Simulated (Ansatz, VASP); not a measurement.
**Re in VASP and in Ansatz**

INCAR

```
PREC = Accurate ; ENCUT = 560
EDIFF = 1E-6 ; ISMEAR = 0
SIGMA = 0.15 ; LREAL = False
LASPH = True ; NELM = 120
ALGO = Normal ; ISIF = 2
LWAVE = False ; LCHARG = True
GGA = PE ; LELF = True
LVHAR = True ; NBANDS = 14
GGA_COMPAT = False
```

File KPOINTS:

```
regular mesh
0
Gamma
  10 10 10
```

Contents of POSCAR:

```
Re
1.0
    0.0000000000      2.1885898504      1.6917799544
    2.1885898504      0.0000000000      1.6917799544
    2.1885898504      2.1885898504      0.0000000000
Re
1
Direct
    0.0000000000      0.0000000000      0.0000000000
```

Input for Ansatz:

```yaml
crystal:
  lattice:
    - [0.0, 2.1885898504, 1.6917799544]
    - [2.1885898504, 0.0, 1.6917799544]
    - [2.1885898504, 2.1885898504, 0.0]
  atoms:
    - { symbol: Re, position: [0.0, 0.0, 0.0] }
basis:
  ecutwfc: 420
kpoints:
  mp_grid: { grid: [10, 10, 10] }
hamiltonian:
  xc: pbe
scf:
  occupations: { method: gaussian, width: 0.15 }
output:
  forces: true
  stress: true
  eigenvalues: true
```

Alike in both runs: task single point; functional PBE; k mesh 10 × 10 × 10; occupations gaussian, width 0.15 eV; no spin polarisation.

```csv
,VASP,Ansatz
version,VASP 6.6.1,Ansatz 0.2.0
potentials or method,"VASP PAW PBE potentials, release 64 (Re_sv_GW), cutoff 560 eV","scalar-relativistic, plane waves, PAW"
valence electrons in the cell,15,15
```

VASP gave:

```
gap on the k mesh at the Fermi level (eV)                     : none
pressure (GPa)                                                : -22.5
traceless stress, the component that is largest in VASP (GPa) : 2.31
```

Problem. Which values does Ansatz return?

Solution. gap on the k mesh at the Fermi level (eV): none; pressure (GPa): -21.1; traceless stress, the component that is largest in VASP (GPa): 2.31.

A gap of «none» marks a metal or a gap that the smearing closes. With one functional, cell and mesh, what is left measures potentials, basis and numerics.

Spin-orbit coupling is off throughout.
